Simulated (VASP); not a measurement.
# CsBe3 (Pm-3m) in VASP: further runs, part 2 of 2

VASP 6.6.1.

### Step 3. Relaxation of cell and atoms, PBE

This run uses another cell than the first one, of 24.05 Å³/atom.

Contents of INCAR:

```
SYSTEM = CsBe3
  ALGO = Fast
  EDIFF = 1E-6
  EDIFFG = -0.01
  ENCUT = 600
  GGA = PE
  IBRION = 2
  ISIF = 3
  ISMEAR = 0
  LASPH = .TRUE.
  LCHARG = .FALSE.
  LREAL = .FALSE.
  LWAVE = .FALSE.
  NELM = 60
  NSW = 100
  PREC = Accurate
  SIGMA = 0.1
```

Contents of KPOINTS:

```
k-points
0
G
  10 10 10
  0 0 0
```

Contents of POSCAR:

```
CsBe3
1.0
    4.5819976521      0.0000000000      0.0000000000
    0.0000000000      4.5819976521      0.0000000000
    0.0000000000      0.0000000000      4.5819976521
Cs Be
1 3
Direct
    0.0000000000      0.0000000000      0.0000000000
    0.0000000000      0.5000000000      0.5000000000
    0.5000000000      0.0000000000      0.5000000000
    0.5000000000      0.5000000000      0.0000000000
```

Potentials or basis: VASP PAW PBE potentials, release 64 (Cs_sv, Be).

The run is started by

```bash
$ cat potpaw_PBE.64/Cs_sv/POTCAR potpaw_PBE.64/Be/POTCAR > POTCAR
$ mpirun -np 1 vasp_std > vasp.out
```

OUTCAR:

```text
SYSTEM = CsBe3
   EDIFF = 1E-6
   EDIFFG = -0.01
   ENCUT = 600
   GGA = PE
   IBRION = 2
   ISIF = 3
   ISMEAR = 0
   LASPH = .TRUE.
   LREAL = .FALSE.
   NELM = 60
   NSW = 100
   PREC = Accurate

 ion  position               nearest neighbor table
   1  0.000  0.000  0.000-
   2  0.000  0.500  0.500-
   3  0.500  0.000  0.500-
   4  0.500  0.500  0.000-

  LATTYP: Found a simple cubic cell.
 ALAT       =     4.5819976521

  Lattice vectors:

 A1 = (   4.5819976521,   0.0000000000,   0.0000000000)
 A2 = (   0.0000000000,   4.5819976521,   0.0000000000)
 A3 = (   0.0000000000,   0.0000000000,   4.5819976521)

Analysis of symmetry for initial positions (statically):
=====================================================================
 Subroutine PRICEL returns:
 Original cell was already a primitive cell.

 Routine SETGRP: Setting up the symmetry group for a
 simple cubic supercell.

 Subroutine GETGRP returns: Found 48 space group operations
 (whereof 48 operations were pure point group operations)
 out of a pool of 48 trial point group operations.

The static configuration has the point symmetry O_h .

Analysis of symmetry for dynamics (positions and initial velocities):
=====================================================================
 Subroutine PRICEL returns:
 Original cell was already a primitive cell.

 Routine SETGRP: Setting up the symmetry group for a
 simple cubic supercell.

 Subroutine GETGRP returns: Found 48 space group operations
 (whereof 48 operations were pure point group operations)
 out of a pool of 48 trial point group operations.

The dynamic configuration has the point symmetry O_h .

 Subroutine INISYM returns: Found 48 space group operations
 (whereof 48 operations are pure point group operations),
 and found     1 'primitive' translations

----------------------------------------------------------------------------------------

                                     Primitive cell

  volume of cell :      96.1977

  direct lattice vectors                    reciprocal lattice vectors
     4.581997652  0.000000000  0.000000000     0.218245420  0.000000000  0.000000000
     0.000000000  4.581997652  0.000000000     0.000000000  0.218245420  0.000000000
     0.000000000  0.000000000  4.581997652     0.000000000  0.000000000  0.218245420

  length of vectors
     4.581997652  4.581997652  4.581997652     0.218245420  0.218245420  0.218245420

  position of ions in fractional coordinates (direct lattice)
     0.000000000  0.000000000  0.000000000
     0.000000000  0.500000000  0.500000000
     0.500000000  0.000000000  0.500000000
     0.500000000  0.500000000  0.000000000

  ion indices of the primitive-cell ions
   primitive index   ion index
                 1           1
                 2           2
[... 57 lines left out ...]
   number of dos      NEDOS =    301   number of ions     NIONS =      4
   total plane-waves  NPLWV =  64000
   dimension x,y,z NGX =    40 NGY =   40 NGZ =   40
   dimension x,y,z NGXF=    80 NGYF=   80 NGZF=   80
   ions per type =               1   3
   NGX,Y,Z   is equivalent  to a cutoff of  14.51, 14.51, 14.51 a.u.
   NGXF,Y,Z  is equivalent  to a cutoff of  29.03, 29.03, 29.03 a.u.
 SYSTEM =  CsBe3
   PREC   = accura    normal or accurate (medium, high low for compatibility)
   ISTART =      0    job   : 0-new  1-cont  2-samecut
   ICHARG =      2    charge: 1-file 2-atom 10-const
   ISPIN  =      1    spin polarized calculation?
   LNONCOLLINEAR =      F non collinear calculations
   LSORBIT =      F    spin-orbit coupling
   LASPH  =      T    aspherical Exc in radial PAW
   ENCUT  =  600.0 eV  44.10 Ry    6.64 a.u.   9.15  9.15  9.15*2*pi/ulx,y,z
   NELM   =     60;   NELMIN=  2; NELMDL= -5     # of ELM steps
   EDIFF  = 0.1E-05   stopping-criterion for ELM
   LREAL  =      F    real-space projection
   EDIFFG = -.1E-01   stopping-criterion for IOM
   NSW    =    100    number of steps for IOM
   IBRION =      2    ionic relax: 0-MD 1-quasi-New 2-CG
   NFREE  =      1    steps in history (QN), initial steepest desc. (CG)
   ISIF   =      3    stress and relaxation
   ISYM   =      2    0-nonsym 1-usesym 2-fastsym
   POTIM  = 0.5000    time-step for ionic-motion
   TEBEG  =    0.0;   TEEND  =   0.0 temperature during run
   PSTRESS=    0.0 pullay stress
   NELECT =      15.0000    total number of electrons
   NUPDOWN=      -1.0000    fix difference up-down
   EMIN   =  10.00;   EMAX   =-10.00  energy-range for DOS
   EFERMI =   0.00;   METHOD = LEGACY
   ISMEAR =     0;   SIGMA  =   0.10  broadening in eV -4-tet -1-fermi 0-gaus
   EFERMI_NEDOS =   21; number of points for ismear=-14 and -15
   IALGO  =     68    algorithm
   IMIX   =      4    mixing-type and parameters
     AMIX     =   0.40;   BMIX     =  1.00
     AMIX_MAG =   1.60;   BMIX_MAG =  1.00
  volume/ion in A,a.u.               =      24.05       162.29
  Fermi-wavevector in a.u.,A,eV,Ry     =   0.881151  1.665134 10.563934  0.776427
  Thomas-Fermi vector in A             =   2.001608
   LORBIT       =      0    0 simple, 1 ext, 2 COOP (PROOUT), +10 PAW based schemes
   GGA     = PE    functional components
   LHFCALC =     F    Hartree Fock is set to
   AEXX    =    0.0000 exact exchange contribution
   IVDW    =     0    specifies the selected vdW correction
   LEPSILON=     F    determine dielectric tensor
   LRPA    =     F    only Hartree local field effects (RPA)
 conjugate gradient relaxation of ions
 non-spin polarized calculation
 RMM-DIIS sequential band-by-band and
 Gauss-broadening in eV      SIGMA  =   0.10
  energy-cutoff  :      600.00
  volume of cell :       96.20
 maximum number of plane-waves:      3229
 NGX is ok and might be reduce to    40
   NGX = 19   NGY = 19   NGZ = 19

--------------------------------------- Ionic step        1  -------------------------------------------

 number of electron      15.0000001 magnetization

 Free energy of the ion-electron system (eV)
  ---------------------------------------------------
  ext. energy  EPLUGINS =         0.00000000
  ---------------------------------------------------
  free energy    TOTEN  =        -4.42908342 eV

  energy without entropy =       -4.41355254  energy(sigma->0) =       -4.42131798

------------------------ aborting loop because EDIFF is reached ----------------------------------------

  FORCE on cell =-STRESS in cart. coord.  units (eV):
  Direction    XX          YY          ZZ          XY          YZ          ZX
  --------------------------------------------------------------------------------------
  -------------------------------------------------------------------------------------
  Total        0.3423809      0.3423809      0.3423809      0.0000000      0.0000000      0.0000000
  in kB        5.7023719      5.7023719      5.7023719      0.0000000      0.0000000      0.0000000
  external PRESSURE =       5.7023719 kB  Pullay stress =       0.0000000 kB
[... 63 lines left out ...]
--------------------------------------- Ionic step        3  -------------------------------------------

 number of electron      15.0000001 magnetization

 Free energy of the ion-electron system (eV)
  ---------------------------------------------------
  ext. energy  EPLUGINS =         0.00000000
  ---------------------------------------------------
  free energy    TOTEN  =        -4.43521316 eV

  energy without entropy =       -4.42027554  energy(sigma->0) =       -4.42774435

 E-fermi :   2.0437     XC(G=0):  -8.3491

 val. band max:        2.0379335333   @ k =   0.3000   0.2000   0.1000
 cond. band min:       2.0544942669   @ k =   0.4000   0.3000   0.1000
 fundamental gap:      0.0165607336
 Fermi energy:         2.0436853546

 k-point     1 :       0.0000    0.0000    0.0000
  band No.  band energies     occupation
      1     -19.7131      2.00000
      2      -6.6698      2.00000
      3      -6.6698      2.00000
      4      -6.6698      2.00000
      5      -3.1203      2.00000
      6       1.4037      2.00000
      7       1.4037      2.00000
      8       2.7181      0.00000
      9       2.7181      0.00000
     10       2.7181      0.00000
     11       5.4880      0.00000
[... 309 lines left out ...]
 k-point    24 :       0.3000    0.1000    0.1000
  band No.  band energies     occupation
      1     -19.6905      2.00000
      2      -7.1128      2.00000
      3      -6.6805      2.00000
      4      -6.6617      2.00000
      5      -2.0630      2.00000
      6       0.2109      2.00000
      7       1.4155      2.00000
      8       2.1032      0.39975
      9       2.6844      0.00000
     10       4.0068      0.00000
     11       4.0134      0.00000

 [... further k-points ...]

------------------------ aborting loop because EDIFF is reached ----------------------------------------

  FORCE on cell =-STRESS in cart. coord.  units (eV):
  Direction    XX          YY          ZZ          XY          YZ          ZX
  --------------------------------------------------------------------------------------
  -------------------------------------------------------------------------------------
  Total        0.0289267      0.0289267      0.0289267     -0.0000000      0.0000000     -0.0000000
  in kB        0.4662844      0.4662844      0.4662844     -0.0000000      0.0000000     -0.0000000
  external PRESSURE =       0.4662844 kB  Pullay stress =       0.0000000 kB
[... 19 lines left out ...]
  FREE ENERGIE OF THE ION-ELECTRON SYSTEM (eV)
  ---------------------------------------------------
  free  energy   TOTEN  =        -4.4352131641 eV

  energy  without entropy=       -4.4202755397  energy(sigma->0) =       -4.42774435

 reached required accuracy - stopping structural energy minimisation
```

OSZICAR:

```text
N       E                     dE             d eps       ncg     rms          rms(c)
DAV:   1     0.609303661110E+02    0.60930E+02   -0.59857E+03  1232   0.120E+03
DAV:   2     0.162251025466E+01   -0.59308E+02   -0.56247E+02  1730   0.165E+02
DAV:   3    -0.431588042682E+01   -0.59384E+01   -0.58059E+01  1549   0.561E+01
[... 25 lines left out ...]
RMM:   4    -0.443520459167E+01    0.52958E-04   -0.16376E-03  1238   0.369E-01    0.335E-02
RMM:   5    -0.443521723022E+01   -0.12639E-04   -0.35014E-04  1366   0.151E-01    0.200E-02
RMM:   6    -0.443521334330E+01    0.38869E-05   -0.39826E-05  1323   0.519E-02    0.891E-03
RMM:   7    -0.443521283643E+01    0.50687E-06   -0.14435E-05  1276   0.276E-02    0.186E-03
RMM:   8    -0.443521316407E+01   -0.32764E-06   -0.13266E-06   796   0.106E-02
   3 F= -.44352132E+01 E0= -.44277444E+01  d E =-.612975E-02
```

Run time: 2 min. Hardware: 1 thread of Intel Xeon Platinum 8259CL at 2.50GHz (Skylake/Cascade Lake), shared host; peak memory 0.29 GiB.

Results:

* Free energy: -4.4352 eV
* Relaxed volume: 24.85 Å³/atom
* Relaxed cell: a = 4.632 Å, b = 4.632 Å, c = 4.632 Å, α = 90.00°, β = 90.00°, γ = 90.00°
* Space group after relaxing (to 0.1 Å): Pm-3m (No. 221)
* Energy gained by relaxing: 1.5 meV/atom
* Ionic steps: 3
* Pressure after relaxing: 0.0 GPa
* Band gap on the k mesh: zero (an odd number of electrons rules out a gap without spin polarisation)

Step by step:
| step | energy change (eV) | largest force (eV/Å) | pressure (GPa) | volume (Å³) |
| --- | --- | --- | --- | --- |
| 1 | 0.0000 | 0.0000 | 0.57 | 96.20 |
| 2 | -0.0036 | 0.0000 | 0.38 | 97.39 |
| 3 | -0.0061 | 0.0000 | 0.05 | 99.39 |

Final structure:
```
CELL_PARAMETERS angstrom
4.63219 0.00000 0.00000
0.00000 4.63219 0.00000
0.00000 0.00000 4.63219
ATOMIC_POSITIONS crystal
Cs 0.00000 0.00000 0.00000
Be 0.00000 0.50000 0.50000
Be 0.50000 0.00000 0.50000
Be 0.50000 0.50000 0.00000
```

Levels at points of the mesh, in eV from the Fermi level:
```tsv
k point	band 5	band 6	band 7	band 8	band 9	band 10
(0.00, 0.00, 0.00)	-5.16	-0.64	-0.64	0.67	0.67	0.67
(0.50, 0.00, 0.00)	-3.32	-3.01	0.06	0.06	0.46	0.87
(0.50, 0.50, 0.00)	-3.51	-1.28	-1.28	-1.16	1.11	1.11
(0.50, 0.50, 0.50)	-2.26	-2.26	-2.26	-1.64	1.05	1.05
```

Caveat: spin-orbit coupling is left out, which moves the levels of the heavy elements.
